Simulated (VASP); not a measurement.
# Hf2S (P6_3/mmc) in VASP: a series of runs, part 2 of 2

VASP 6.6.1. The steps go on from the part before.

## 4. Single point, r2SCAN

Contents of POSCAR:

```
Hf2S
1.0
    3.3742737662      0.0000000000      0.0000000000
   -1.6871368831      2.9222068008      0.0000000000
    0.0000000000      0.0000000000     11.7174070300
Hf S
4 2
Direct
    0.6666666667      0.3333333333      0.8998116400
    0.3333333333      0.6666666667      0.3998116400
    0.6666666667      0.3333333333      0.6001883600
    0.3333333333      0.6666666667      0.1001883600
    0.0000000000      0.0000000000      0.7500000000
    0.0000000000      0.0000000000      0.2500000000
```

Contents of INCAR.step1:

```
SYSTEM = Hf2S
PREC = Accurate ; ENCUT = 520
ISMEAR = 0 ; SIGMA = 0.2
LREAL = .False. ; LASPH = .True.
NELM = 100 ; NBANDS = 35
GGA = PE ; ALGO = Normal
EDIFF = 1E-4 ; LWAVE = .True.
LCHARG = .False.
```

Contents of INCAR.step2:

```
SYSTEM = Hf2S
PREC = Accurate ; ENCUT = 520
EDIFF = 1E-6 ; ISMEAR = 0
SIGMA = 0.2 ; LREAL = .False.
LASPH = .True. ; NELM = 100
ALGO = Normal ; ISIF = 2
LWAVE = .False. ; LCHARG = .False.
METAGGA = R2SCAN ; LMIXTAU = .True.
NBANDS = 35 ; ISTART = 1
```

Contents of KPOINTS:

```
regular mesh
0
Gamma
  6 6 2
  0 0 0
```

Potentials or basis: VASP PAW PBE potentials, release 64 (Hf_pv, S).

Run with:

```bash
$ cat potpaw_PBE.64/Hf_pv/POTCAR potpaw_PBE.64/S/POTCAR > POTCAR
$ cp INCAR.step1 INCAR
$ mpirun -np 1 vasp_std > vasp.out
$ cp INCAR.step2 INCAR
$ mpirun -np 1 vasp_std > vasp.out
```

OUTCAR:

```text
SYSTEM = Hf2S
   PREC = Accurate
   ENCUT = 520
   EDIFF = 1E-6
   ISMEAR = 0
   LREAL = .False.
   LASPH = .True.
   NELM = 100
   ISIF = 2
   METAGGA = R2SCAN
   ISTART = 1

 ion  position               nearest neighbor table
   1  0.667  0.333  0.900-   5 2.62   5 2.62   5 2.62   4 3.05   4 3.05   4 3.05   3 3.51
   2  0.333  0.667  0.400-   6 2.62   6 2.62   6 2.62   3 3.05   3 3.05   3 3.05   4 3.51
   3  0.667  0.333  0.600-   5 2.62   5 2.62   5 2.62   2 3.05   2 3.05   2 3.05   1 3.51
   4  0.333  0.667  0.100-   6 2.62   6 2.62   6 2.62   1 3.05   1 3.05   1 3.05   2 3.51
   5  0.000  0.000  0.750-   1 2.62   3 2.62   1 2.62   3 2.62   1 2.62   3 2.62
   6  0.000  0.000  0.250-   2 2.62   4 2.62   2 2.62   4 2.62   2 2.62   4 2.62

  LATTYP: Found a hexagonal cell.
 ALAT       =     3.3742737662
 C/A-ratio  =     3.4725715345

  Lattice vectors:

 A1 = (   3.3742737662,   0.0000000000,   0.0000000000)
 A2 = (  -1.6871368831,   2.9222068008,   0.0000000000)
 A3 = (   0.0000000000,   0.0000000000,  11.7174070300)

Analysis of symmetry for initial positions (statically):
=====================================================================
 Subroutine PRICEL returns:
 Original cell was already a primitive cell.

 Routine SETGRP: Setting up the symmetry group for a
 hexagonal supercell.

 Subroutine GETGRP returns: Found 24 space group operations
 (whereof 12 operations were pure point group operations)
 out of a pool of 24 trial point group operations.

The static configuration has the point symmetry D_3d.
 The point group associated with its full space group is D_6h.

Analysis of symmetry for dynamics (positions and initial velocities):
=====================================================================
 Subroutine PRICEL returns:
 Original cell was already a primitive cell.

 Routine SETGRP: Setting up the symmetry group for a
 hexagonal supercell.

 Subroutine GETGRP returns: Found 24 space group operations
 (whereof 12 operations were pure point group operations)
 out of a pool of 24 trial point group operations.

The dynamic configuration has the point symmetry D_3d.
 The point group associated with its full space group is D_6h.

 Subroutine INISYM returns: Found 24 space group operations
 (whereof 12 operations are pure point group operations),
 and found     1 'primitive' translations

----------------------------------------------------------------------------------------

                                     Primitive cell

  volume of cell :     115.5375

  direct lattice vectors                    reciprocal lattice vectors
     3.374273766  0.000000000  0.000000000     0.296360067  0.171103565  0.000000000
    -1.687136883  2.922206801  0.000000000     0.000000000  0.342207129  0.000000000
     0.000000000  0.000000000 11.717407030     0.000000000  0.000000000  0.085343114

  length of vectors
     3.374273766  3.374273766 11.717407030     0.342207129  0.342207129  0.085343114

  position of ions in fractional coordinates (direct lattice)
     0.666666667  0.333333333  0.899811640
     0.333333333  0.666666667  0.399811640
     0.666666667  0.333333333  0.600188360
     0.333333333  0.666666667  0.100188360
     0.000000000  0.000000000  0.750000000
     0.000000000  0.000000000  0.250000000

[... 44 lines left out ...]
  0.000000  0.000000  0.500000      1.000000
  0.166667 -0.000000  0.500000      6.000000
  0.333333 -0.000000  0.500000      6.000000
  0.500000 -0.000000  0.500000      3.000000
  0.166667  0.166667  0.500000      6.000000
  0.333333  0.166667  0.500000     12.000000
  0.333333  0.333333  0.500000      2.000000
   k-points           NKPTS =     14   k-points in BZ     NKDIM =     14   number of bands    NBANDS=     35
   number of dos      NEDOS =    301   number of ions     NIONS =      6
   total plane-waves  NPLWV =  70560
   dimension x,y,z NGX =    28 NGY =   28 NGZ =   90
   dimension x,y,z NGXF=    56 NGYF=   56 NGZF=  180
   ions per type =               4   2
   NGX,Y,Z   is equivalent  to a cutoff of  13.80, 13.80, 12.77 a.u.
   NGXF,Y,Z  is equivalent  to a cutoff of  27.59, 27.59, 25.54 a.u.
 SYSTEM =  Hf2S
   PREC   = accura    normal or accurate (medium, high low for compatibility)
   ISTART =      1    job   : 0-new  1-cont  2-samecut
   ICHARG =      0    charge: 1-file 2-atom 10-const
   ISPIN  =      1    spin polarized calculation?
   LNONCOLLINEAR =      F non collinear calculations
   LSORBIT =      F    spin-orbit coupling
   LASPH  =      T    aspherical Exc in radial PAW
   ENCUT  =  520.0 eV  38.22 Ry    6.18 a.u.   6.27  6.27 21.79*2*pi/ulx,y,z
   NELM   =    100;   NELMIN=  2; NELMDL=  0     # of ELM steps
   EDIFF  = 0.1E-05   stopping-criterion for ELM
   LREAL  =      F    real-space projection
   EDIFFG = 0.1E-04   stopping-criterion for IOM
   NSW    =      0    number of steps for IOM
   IBRION =     -1    ionic relax: 0-MD 1-quasi-New 2-CG
   NFREE  =      0    steps in history (QN), initial steepest desc. (CG)
   ISIF   =      2    stress and relaxation
   ISYM   =      2    0-nonsym 1-usesym 2-fastsym
   POTIM  = 0.5000    time-step for ionic-motion
   TEBEG  =    0.0;   TEEND  =   0.0 temperature during run
   PSTRESS=    0.0 pullay stress
   NELECT =      52.0000    total number of electrons
   NUPDOWN=      -1.0000    fix difference up-down
   EMIN   =  10.00;   EMAX   =-10.00  energy-range for DOS
   EFERMI =   0.00;   METHOD = LEGACY
   ISMEAR =     0;   SIGMA  =   0.20  broadening in eV -4-tet -1-fermi 0-gaus
   EFERMI_NEDOS =   21; number of points for ismear=-14 and -15
   IALGO  =     38    algorithm
   IMIX   =      4    mixing-type and parameters
     AMIX     =   0.40;   BMIX     =  1.00
     AMIX_MAG =   1.60;   BMIX_MAG =  1.00
  volume/ion in A,a.u.               =      19.26       129.95
  Fermi-wavevector in a.u.,A,eV,Ry     =   1.254590  2.370831 21.415503  1.573995
  Thomas-Fermi vector in A             =   2.388387
   LORBIT       =      0    0 simple, 1 ext, 2 COOP (PROOUT), +10 PAW based schemes
   METAGGA = R2SCAN    functional components
   LHFCALC =     F    Hartree Fock is set to
   AEXX    =    0.0000 exact exchange contribution
   IVDW    =     0    specifies the selected vdW correction
   LEPSILON=     F    determine dielectric tensor
   LRPA    =     F    only Hartree local field effects (RPA)
 non-spin polarized calculation
 Gauss-broadening in eV      SIGMA  =   0.20
  energy-cutoff  :      520.00
  volume of cell :      115.54
 maximum number of plane-waves:      3139
 NGX is ok and might be reduce to    28
   NGX = 13   NGY = 13   NGZ = 43

 number of electron      52.0000002 magnetization

 Free energy of the ion-electron system (eV)
  ---------------------------------------------------
  ext. energy  EPLUGINS =         0.00000000
  ---------------------------------------------------
  free energy    TOTEN  =      -203.73248492 eV

  energy without entropy =     -203.69456462  energy(sigma->0) =     -203.71352477

 E-fermi :   6.4770     XC(G=0): -12.1420

 val. band max:        6.4081201133   @ k =   0.1667  -0.0000   0.0000
 cond. band min:       6.5133277608   @ k =   0.0000   0.0000   0.0000
 fundamental gap:      0.1052076475
 Fermi energy:         6.4770197963

 k-point     1 :       0.0000    0.0000    0.0000
  band No.  band energies     occupation
      1     -26.1033      2.00000
      2     -25.9854      2.00000
      3     -25.6371      2.00000
      4     -25.5585      2.00000
      5     -25.5585      2.00000
      6     -25.5491      2.00000
[... 521 lines left out ...]
     34       9.8766      0.00000
     35      10.6533      0.00000

------------------------ aborting loop because EDIFF is reached ----------------------------------------

  FORCE on cell =-STRESS in cart. coord.  units (eV):
  Direction    XX          YY          ZZ          XY          YZ          ZX
  --------------------------------------------------------------------------------------
  -------------------------------------------------------------------------------------
  Total       -0.0030083     -0.0030083     -0.0875278      0.0000000      0.0000000      0.0000000
  in kB       -0.0417172     -0.0417172     -1.2137627      0.0000000      0.0000000      0.0000000
  external PRESSURE =      -0.4323991 kB  Pullay stress =       0.0000000 kB

 VOLUME and BASIS-vectors are now :
 -----------------------------------------------------------------------------
  energy-cutoff  :      520.00
  volume of cell :      115.54
      direct lattice vectors                 reciprocal lattice vectors
     3.374273766  0.000000000  0.000000000     0.296360067  0.171103565  0.000000000
    -1.687136883  2.922206801  0.000000000     0.000000000  0.342207129  0.000000000
     0.000000000  0.000000000 11.717407030     0.000000000  0.000000000  0.085343114

 POSITION                                       TOTAL-FORCE (eV/Angst)
 -----------------------------------------------------------------------------------
      1.68714      0.97407     10.54346         0.000000     -0.000000     -0.046062
     -0.00000      1.94814      4.68476         0.000000     -0.000000     -0.046062
      1.68714      0.97407      7.03265         0.000000     -0.000000      0.046062
     -0.00000      1.94814      1.17395        -0.000000      0.000000      0.046062
      0.00000      0.00000      8.78806        -0.000000      0.000000      0.000000
      0.00000      0.00000      2.92935         0.000000     -0.000000      0.000000
 -----------------------------------------------------------------------------------
    total drift:                                0.000000      0.000000     -0.000000

  FREE ENERGIE OF THE ION-ELECTRON SYSTEM (eV)
  ---------------------------------------------------
  free  energy   TOTEN  =      -203.7324849199 eV

  energy  without entropy=     -203.6945646221  energy(sigma->0) =     -203.71352477
```

It took 3.8 min on 1 thread of AMD EPYC 7R43 (Zen 3), shared host; peak memory 0.25 GiB.

Results:

```yaml
Free_energy: -203.7325 eV
Pressure: 0.0 GPa
Largest_force: 0.046 eV/Å
Band_gap_on_the_k_mesh: zero (bands 26 and 27 overlap by 0.89 eV)
```

Forces in eV/Å, atoms in the order of the input:
```
Hf   0.000  0.000 -0.046
Hf   0.000  0.000 -0.046
Hf   0.000  0.000  0.046
Hf   0.000  0.000  0.046
S    0.000  0.000  0.000
S    0.000  0.000  0.000
```

Caveat: the PAW data sets were made with another functional, which shifts forces and pressure a little; spin-orbit coupling is left out, which moves the levels of the heavy elements.

## 5. Single point, r2SCAN

POSCAR is that of step 4.

INCAR.step1, as its differences from that of step 4:

```diff
@@ -2,3 +2,3 @@
 PREC = Accurate ; ENCUT = 520
-ISMEAR = 0 ; SIGMA = 0.2
+ISMEAR = 0 ; SIGMA = 0.4
 LREAL = .False. ; LASPH = .True.
```

INCAR.step2, as its differences from that of step 4:

```diff
@@ -2,4 +2,4 @@
 PREC = Accurate ; ENCUT = 520
-EDIFF = 1E-6 ; ISMEAR = 0
-SIGMA = 0.2 ; LREAL = .False.
+EDIFF = 1E-7 ; ISMEAR = 0
+SIGMA = 0.4 ; LREAL = .False.
 LASPH = .True. ; NELM = 100
```

KPOINTS is that of step 4.

Run with:

```bash
$ cat potpaw_PBE.64/Hf_pv/POTCAR potpaw_PBE.64/S/POTCAR > POTCAR
$ cp INCAR.step1 INCAR
$ mpirun -np 1 vasp_std > vasp.out
$ cp INCAR.step2 INCAR
$ mpirun -np 1 vasp_std > vasp.out
```

Wall time 4.8 min (1 thread of AMD EPYC 7R43 (Zen 3), shared host); peak memory 0.25 GiB.

Results (log left out):

- Free energy: -203.7930 eV
- Pressure: 0.1 GPa
- Largest force: 0.058 eV/Å
- Band gap on the k mesh: zero (bands 26 and 27 overlap by 0.89 eV)

Forces on the atoms (eV/Å):
```
Hf   0.000  0.000 -0.058
Hf   0.000  0.000 -0.058
Hf   0.000  0.000  0.058
Hf   0.000  0.000  0.058
S    0.000  0.000  0.000
S    0.000  0.000  0.000
```

Stress tensor (GPa, compression positive):
```
-0.16  0.00  0.00
 0.00 -0.16  0.00
 0.00  0.00  0.57
```

Levels at points of the mesh, in eV from the Fermi level:
| k point | band 22 | band 23 | band 24 | band 25 | band 26 | band 27 | band 28 | band 29 | band 30 | band 31 |
| --- | --- | --- | --- | --- | --- | --- | --- | --- | --- | --- |
| (0.00, 0.00, 0.00) | -3.20 | -1.91 | -0.30 | 0.05 | 0.48 | 0.48 | 0.59 | 0.59 | 0.89 | 0.89 |
| (0.50, 0.00, 0.00) | -2.54 | -2.01 | -1.51 | -1.49 | -1.01 | -0.40 | 0.92 | 1.14 | 2.55 | 3.43 |
| (0.00, 0.00, 0.50) | -3.72 | -1.35 | -1.35 | 0.43 | 0.43 | 0.43 | 0.43 | 1.48 | 1.48 | 1.67 |
| (0.50, 0.00, 0.50) | -2.50 | -1.91 | -1.91 | -1.28 | -1.28 | 0.41 | 0.41 | 1.47 | 1.47 | 4.05 |

Caveat: so wide a smearing shifts energies and pressures; the PAW data sets were made with another functional, which shifts forces and pressure a little; spin-orbit coupling is left out, which moves the levels of the heavy elements.

## 6. Summary

```tsv
smearing	gap on the mesh (eV)	pressure (GPa)	largest force (eV/Å)
gaussian 0.01 eV	none	-0.1	0.08
gaussian 0.05 eV	none	-0.1	0.06
gaussian 0.2 eV	none	0.0	0.05
gaussian 0.4 eV	none	0.1	0.06
```

Alike in all rows: task single point; level r2SCAN; potentials or basis VASP PAW PBE potentials, release 64 (Hf_pv, S); no spin polarisation; cell as given; k mesh 6 × 6 × 2; cutoff (eV) 520.

Caveats: the PAW data sets were made with another functional, which shifts forces and pressure a little; spin-orbit coupling is left out, which moves the levels of the heavy elements; so wide a smearing shifts energies and pressures (at least some runs).

Absolute energies hang on the potentials; compare differences alone.
